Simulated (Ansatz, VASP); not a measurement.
# One calculation of SiGe3, two programs

```xyz
4
Lattice="4.0215 0.0000 0.0000 0.0000 4.0215 0.0000 0.0000 0.0000 5.6131" Properties=species:S:1:pos:R:3 pbc="T T T"
Si    0.0000    0.0000    0.0000
Ge    2.0107    2.0107    2.8066
Ge    2.0107    0.0000    4.2522
Ge    0.0000    2.0107    1.3609
```

Alike in both runs: functional PBE; k mesh 5 × 5 × 4; occupations gaussian, width 0.2 eV; no spin polarisation.

Ansatz relaxed the structure, and its values are those at the end. VASP's run is a single point on that final structure, the one shown.

|  | VASP | Ansatz |
| --- | --- | --- |
| version | VASP 6.6.1 | Ansatz 0.2.0 |
| potentials or method | VASP PAW PBE potentials, release 64 (Si, Ge_d), cutoff 500 eV | scalar-relativistic, plane waves, PAW |
| valence electrons in the cell | 46 | 46 |

Ansatz gave:

```
gap on the k mesh at the Fermi level (eV) : 0.48
least direct gap on the mesh (eV)         : 0.48
pressure (GPa)                            : 0.5
rms of the force components (eV/Å)        : 0.030
```

Problem. Which values does VASP return?

Solution. gap on the k mesh at the Fermi level (eV): 0.49; least direct gap on the mesh (eV): 0.49; pressure (GPa): 0.4; rms of the force components (eV/Å): 0.028.
